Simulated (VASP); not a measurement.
# TiAl (Pm-3m) in VASP: notebook

The runs below take TiAl through single point, with PBE.

All numbers are computed with VASP 6.6.1; they aren't measurements. Logs are shortened: lines on timing, memory, paths and dates and some standing lists are left out, and cuts for length are marked.

**1. The cell of the first run**

The structure is cubic, space group Pm-3m (No. 221). The conventional cell has a = 3.179 Å, b = 3.179 Å, c = 3.179 Å, α = 90.00°, β = 90.00°, γ = 90.00°. Ti (site symmetry m-3m) has 8 Al at 2.75 Å and 6 Ti at 3.18 Å within 3.6 Å. Within 3.6 Å of Al (site symmetry m-3m) lie 8 Ti at 2.75 Å and 6 Al at 3.18 Å.

**2. Single point, PBE**

Input file INCAR:

```
ALGO = Normal ; EDIFF = 1E-6
ENCUT = 520 ; GGA = PE
ISIF = 2 ; ISMEAR = 0
LASPH = T ; LCHARG = T
LELF = T ; LREAL = F
LVHAR = T ; LWAVE = F
NBANDS = 14 ; NELM = 80
PREC = Accurate ; SIGMA = 0.15
```

Input file KPOINTS:

```
k-points
0
Gamma
  16 16 16
```

Input file POSCAR:

```
TiAl
1.0
    3.1790640000      0.0000000000      0.0000000000
    0.0000000000      3.1790640000      0.0000000000
    0.0000000000      0.0000000000      3.1790640000
Ti Al
1 1
Direct
    0.0000000000      0.0000000000      0.0000000000
    0.5000000000      0.5000000000      0.5000000000
```

Potentials or basis: VASP PAW PBE potentials, release 64 (Ti_sv, Al).

On the command line:

```console
> cat potpaw_PBE.64/Ti_sv/POTCAR potpaw_PBE.64/Al/POTCAR > POTCAR
> mpirun -np 1 vasp_std > vasp.out
```

OUTCAR:

```text
EDIFF = 1E-6
   ENCUT = 520
   GGA = PE
   ISIF = 2
   ISMEAR = 0
   LASPH = T
   LREAL = F
   NELM = 80
   PREC = Accurate

 ion  position               nearest neighbor table
   1  0.000  0.000  0.000-   2 2.75   2 2.75   2 2.75   2 2.75   2 2.75   2 2.75   2 2.75   2 2.75

   2  0.500  0.500  0.500-   1 2.75   1 2.75   1 2.75   1 2.75   1 2.75   1 2.75   1 2.75   1 2.75

  LATTYP: Found a simple cubic cell.
 ALAT       =     3.1790640000

  Lattice vectors:

 A1 = (   3.1790640000,   0.0000000000,   0.0000000000)
 A2 = (   0.0000000000,   3.1790640000,   0.0000000000)
 A3 = (   0.0000000000,   0.0000000000,   3.1790640000)

Analysis of symmetry for initial positions (statically):
=====================================================================
 Subroutine PRICEL returns:
 Original cell was already a primitive cell.

 Routine SETGRP: Setting up the symmetry group for a
 simple cubic supercell.

 Subroutine GETGRP returns: Found 48 space group operations
 (whereof 48 operations were pure point group operations)
 out of a pool of 48 trial point group operations.

The static configuration has the point symmetry O_h .

Analysis of symmetry for dynamics (positions and initial velocities):
=====================================================================
 Subroutine PRICEL returns:
 Original cell was already a primitive cell.

 Routine SETGRP: Setting up the symmetry group for a
 simple cubic supercell.

 Subroutine GETGRP returns: Found 48 space group operations
 (whereof 48 operations were pure point group operations)
 out of a pool of 48 trial point group operations.

The dynamic configuration has the point symmetry O_h .

 Subroutine INISYM returns: Found 48 space group operations
 (whereof 48 operations are pure point group operations),
 and found     1 'primitive' translations

----------------------------------------------------------------------------------------

                                     Primitive cell

  volume of cell :      32.1290

  direct lattice vectors                    reciprocal lattice vectors
     3.179064000  0.000000000  0.000000000     0.314557996  0.000000000  0.000000000
     0.000000000  3.179064000  0.000000000     0.000000000  0.314557996  0.000000000
     0.000000000  0.000000000  3.179064000     0.000000000  0.000000000  0.314557996

  length of vectors
     3.179064000  3.179064000  3.179064000     0.314557996  0.314557996  0.314557996

  position of ions in fractional coordinates (direct lattice)
     0.000000000  0.000000000  0.000000000
     0.500000000  0.500000000  0.500000000

  ion indices of the primitive-cell ions
   primitive index   ion index
                 1           1
                 2           2

----------------------------------------------------------------------------------------

 KPOINTS: k-points

Automatic generation of k-mesh.
 Grid dimensions read from file:
 generate k-points for:   16   16   16

 Generating k-lattice:

  Cartesian coordinates                     Fractional coordinates (reciprocal lattice)
     0.019659875  0.000000000  0.000000000     0.062500000  0.000000000  0.000000000
     0.000000000  0.019659875  0.000000000     0.000000000  0.062500000  0.000000000
     0.000000000  0.000000000  0.019659875     0.000000000  0.000000000  0.062500000

  Length of vectors
     0.019659875  0.019659875  0.019659875

  Shift w.r.t. Gamma in fractional coordinates (k-lattice)
     0.000000000  0.000000000  0.000000000

 Subroutine IBZKPT returns following result:
 ===========================================

 Found    165 irreducible k-points:

 Following reciprocal coordinates:
            Coordinates               Weight
  0.000000  0.000000  0.000000      1.000000
  0.062500  0.000000  0.000000      6.000000
  0.125000  0.000000  0.000000      6.000000
  0.187500  0.000000  0.000000      6.000000
  0.250000  0.000000  0.000000      6.000000
  0.312500  0.000000  0.000000      6.000000
[... 16 lines left out ...]
  0.437500  0.125000  0.000000     24.000000
  0.500000  0.125000  0.000000     12.000000
 [... further k-points ...]
   k-points           NKPTS =    165   k-points in BZ     NKDIM =    165   number of bands    NBANDS=     14
   number of dos      NEDOS =    301   number of ions     NIONS =      2
   total plane-waves  NPLWV =  13824
   dimension x,y,z NGX =    24 NGY =   24 NGZ =   24
   dimension x,y,z NGXF=    48 NGYF=   48 NGZF=   48
   ions per type =               1   1
   NGX,Y,Z   is equivalent  to a cutoff of  12.55, 12.55, 12.55 a.u.
   NGXF,Y,Z  is equivalent  to a cutoff of  25.10, 25.10, 25.10 a.u.
 SYSTEM =  unknown system
   PREC   = accura    normal or accurate (medium, high low for compatibility)
   ISTART =      0    job   : 0-new  1-cont  2-samecut
   ICHARG =      2    charge: 1-file 2-atom 10-const
   ISPIN  =      1    spin polarized calculation?
   LNONCOLLINEAR =      F non collinear calculations
   LSORBIT =      F    spin-orbit coupling
   LASPH  =      T    aspherical Exc in radial PAW
   ENCUT  =  520.0 eV  38.22 Ry    6.18 a.u.   5.91  5.91  5.91*2*pi/ulx,y,z
   NELM   =     80;   NELMIN=  2; NELMDL= -5     # of ELM steps
   EDIFF  = 0.1E-05   stopping-criterion for ELM
   LREAL  =      F    real-space projection
   EDIFFG = 0.1E-04   stopping-criterion for IOM
   NSW    =      0    number of steps for IOM
   IBRION =     -1    ionic relax: 0-MD 1-quasi-New 2-CG
   NFREE  =      0    steps in history (QN), initial steepest desc. (CG)
   ISIF   =      2    stress and relaxation
   ISYM   =      2    0-nonsym 1-usesym 2-fastsym
   POTIM  = 0.5000    time-step for ionic-motion
   TEBEG  =    0.0;   TEEND  =   0.0 temperature during run
   PSTRESS=    0.0 pullay stress
   NELECT =      15.0000    total number of electrons
   NUPDOWN=      -1.0000    fix difference up-down
   EMIN   =  10.00;   EMAX   =-10.00  energy-range for DOS
   EFERMI =   0.00;   METHOD = LEGACY
   ISMEAR =     0;   SIGMA  =   0.15  broadening in eV -4-tet -1-fermi 0-gaus
   EFERMI_NEDOS =   21; number of points for ismear=-14 and -15
   IALGO  =     38    algorithm
   IMIX   =      4    mixing-type and parameters
     AMIX     =   0.40;   BMIX     =  1.00
     AMIX_MAG =   1.60;   BMIX_MAG =  1.00
  volume/ion in A,a.u.               =      16.06       108.41
  Fermi-wavevector in a.u.,A,eV,Ry     =   1.270007  2.399964 21.945065  1.612917
  Thomas-Fermi vector in A             =   2.403017
   LORBIT       =      0    0 simple, 1 ext, 2 COOP (PROOUT), +10 PAW based schemes
   GGA     = PE    functional components
   LHFCALC =     F    Hartree Fock is set to
   AEXX    =    0.0000 exact exchange contribution
   IVDW    =     0    specifies the selected vdW correction
   LEPSILON=     F    determine dielectric tensor
   LRPA    =     F    only Hartree local field effects (RPA)
 non-spin polarized calculation
 Gauss-broadening in eV      SIGMA  =   0.15
  energy-cutoff  :      520.00
  volume of cell :       32.13
 maximum number of plane-waves:       912
 NGX is ok and might be reduce to    24
   NGX = 11   NGY = 11   NGZ = 11

 number of electron      14.9999994 magnetization

 Free energy of the ion-electron system (eV)
  ---------------------------------------------------
  ext. energy  EPLUGINS =         0.00000000
  ---------------------------------------------------
  free energy    TOTEN  =       -12.12191577 eV

  energy without entropy =      -12.09396821  energy(sigma->0) =      -12.10794199

 E-fermi :   8.7796     XC(G=0): -11.0868

 val. band max:        8.7755467882   @ k =   0.3125   0.3125   0.3125
 cond. band min:       8.7798238825   @ k =   0.4375   0.2500   0.1875
 fundamental gap:      0.0042770943
 Fermi energy:         8.7796436856

 k-point     1 :       0.0000    0.0000    0.0000
  band No.  band energies     occupation
      1     -48.1228      2.00000
      2     -24.3239      2.00000
      3     -24.3239      2.00000
      4     -24.3239      2.00000
      5      -0.5009      2.00000
      6       7.3358      2.00000
      7       7.3358      2.00000
      8      10.5801      0.00000
      9      10.5801      0.00000
     10      10.5801      0.00000
     11      13.1886      0.00000
     12      13.1886      0.00000
     13      13.1886      0.00000
     14      17.5707      0.00000

 k-point     2 :       0.0625    0.0000    0.0000
  band No.  band energies     occupation
      1     -48.1223      2.00000
      2     -24.3305      2.00000
      3     -24.3234      2.00000
      4     -24.3234      2.00000
      5      -0.4385      2.00000
      6       7.3050      2.00000
      7       7.3640      2.00000
      8      10.4685      0.00000
      9      10.4685      0.00000
     10      10.5876      0.00000
     11      12.9121      0.00000
     12      13.3458      0.00000
     13      13.3458      0.00000
     14      17.4874      0.00000

 k-point     3 :       0.1250    0.0000    0.0000
  band No.  band energies     occupation
      1     -48.1207      2.00000
      2     -24.3492      2.00000
      3     -24.3217      2.00000
      4     -24.3217      2.00000
      5      -0.2527      2.00000
      6       7.1838      2.00000
      7       7.4460      2.00000
      8      10.1989      0.00000
      9      10.1989      0.00000
     10      10.6090      0.00000
     11      12.3304      0.00000
     12      13.7538      0.00000
     13      13.7538      0.00000
     14      17.2485      0.00000
[... 324 lines left out ...]
 k-point    23 :       0.4375    0.1250    0.0000
  band No.  band energies     occupation
      1     -48.1065      2.00000
      2     -24.4846      2.00000
      3     -24.3333      2.00000
      4     -24.3072      2.00000
      5       2.4317      2.00000
      6       4.3053      2.00000
      7       8.2028      2.00000
      8       8.6802      1.65159
      9       9.0429      0.01307
     10      10.5365      0.00000
     11      11.7032      0.00000
     12      15.0705      0.00000
     13      16.5738      0.00000
     14      17.5137      0.00000

 k-point    24 :       0.5000    0.1250    0.0000
  band No.  band energies     occupation
      1     -48.1060      2.00000
      2     -24.4909      2.00000
      3     -24.3327      2.00000
      4     -24.3066      2.00000
      5       2.8461      2.00000
      6       3.8418      2.00000
      7       8.3038      1.99999
      8       8.5863      1.93167
      9       9.0021      0.03598
     10      10.5469      0.00000
     11      11.7375      0.00000
     12      15.1440      0.00000
     13      16.7702      0.00000
     14      17.7467      0.00000

 [... further k-points ...]
[... 5 lines left out ...]
  --------------------------------------------------------------------------------------
  -------------------------------------------------------------------------------------
  Total        0.1575950      0.1575950      0.1575950     -0.0000000     -0.0000000     -0.0000000
  in kB        7.8587807      7.8587807      7.8587807     -0.0000000     -0.0000000     -0.0000000
  external PRESSURE =       7.8587807 kB  Pullay stress =       0.0000000 kB

 VOLUME and BASIS-vectors are now :
 -----------------------------------------------------------------------------
  energy-cutoff  :      520.00
  volume of cell :       32.13
      direct lattice vectors                 reciprocal lattice vectors
     3.179064000  0.000000000  0.000000000     0.314557996  0.000000000  0.000000000
     0.000000000  3.179064000  0.000000000     0.000000000  0.314557996  0.000000000
     0.000000000  0.000000000  3.179064000     0.000000000  0.000000000  0.314557996

 POSITION                                       TOTAL-FORCE (eV/Angst)
 -----------------------------------------------------------------------------------
      0.00000      0.00000      0.00000         0.000000      0.000000      0.000000
      1.58953      1.58953      1.58953         0.000000      0.000000      0.000000
 -----------------------------------------------------------------------------------
    total drift:                                0.000000      0.000000      0.000000

  FREE ENERGIE OF THE ION-ELECTRON SYSTEM (eV)
  ---------------------------------------------------
  free  energy   TOTEN  =       -12.1219157710 eV

  energy  without entropy=      -12.0939682084  energy(sigma->0) =      -12.10794199
```

It took 27 s on 1 thread of Intel Xeon 6975P-C (Granite Rapids), shared host; peak memory 0.19 GiB.

What came out:

| Item | Value |
| --- | --- |
| Free energy | -12.1219 eV |
| Pressure | 0.8 GPa |

Levels at points of the mesh, in eV from the Fermi level:
```
           k point  band 4  band 5  band 6  band 7  band 8  band 9  band 10  band 11
(0.00, 0.00, 0.00)  -33.10   -9.28   -1.44   -1.44    1.80    1.80     1.80     4.41
(0.50, 0.00, 0.00)  -33.09   -6.05   -5.20   -0.56    0.15    0.15     2.00     2.98
(0.50, 0.50, 0.00)  -33.07   -5.02   -2.11   -2.11   -1.47    0.71     0.71     2.72
(0.50, 0.50, 0.50)  -33.23   -3.10   -3.10   -3.10    0.62    2.79     2.79     2.91
```

**3. Single point, PBE**

Input file INCAR:

```
SYSTEM = TiAl
PREC     = Accurate       ! precision mode
ENCUT    = 520            ! plane-wave cutoff, eV
EDIFF    = 1E-6           ! SCF threshold, eV
ISMEAR   = 0              ! smearing method
SIGMA    = 0.15           ! smearing width, eV
LREAL    = .False.        ! projectors in reciprocal space
LASPH    = .True.         ! aspherical terms in the spheres
NELM     = 100            ! most SCF steps
ALGO     = Normal         ! electronic algorithm
ISIF     = 2              ! what is computed and relaxed
LWAVE    = .False.        ! write WAVECAR
LCHARG   = .False.        ! write CHGCAR
GGA      = PE             ! functional
NBANDS   = 14             ! bands
```

Input file KPOINTS:

```
Automatic mesh
0
Gamma
  16 16 16
  0 0 0
```

POSCAR is that of step 2.

Potentials or basis: VASP PAW PBE potentials, release 64 (Ti_sv, Al).

On the command line:

```console
> cat potpaw_PBE.64/Ti_sv/POTCAR potpaw_PBE.64/Al/POTCAR > POTCAR
> mpirun -np 1 vasp_std > vasp.out
```

Wall time 26 s (1 thread of Intel Xeon 6975P-C (Granite Rapids), shared host); peak memory 0.2 GiB.

It converged, with:

```
Free energy : -12.1219 eV
Pressure    : 0.8 GPa
```

Levels at points of the mesh, in eV from the Fermi level:
```
           k point  band 4  band 5  band 6  band 7  band 8  band 9  band 10  band 11
(0.00, 0.00, 0.00)  -33.10   -9.28   -1.44   -1.44    1.80    1.80     1.80     4.41
(0.50, 0.00, 0.00)  -33.09   -6.05   -5.20   -0.56    0.15    0.15     2.00     2.98
(0.50, 0.50, 0.00)  -33.07   -5.02   -2.11   -2.11   -1.47    0.71     0.71     2.72
(0.50, 0.50, 0.50)  -33.23   -3.10   -3.10   -3.10    0.62    2.79     2.79     2.91
```
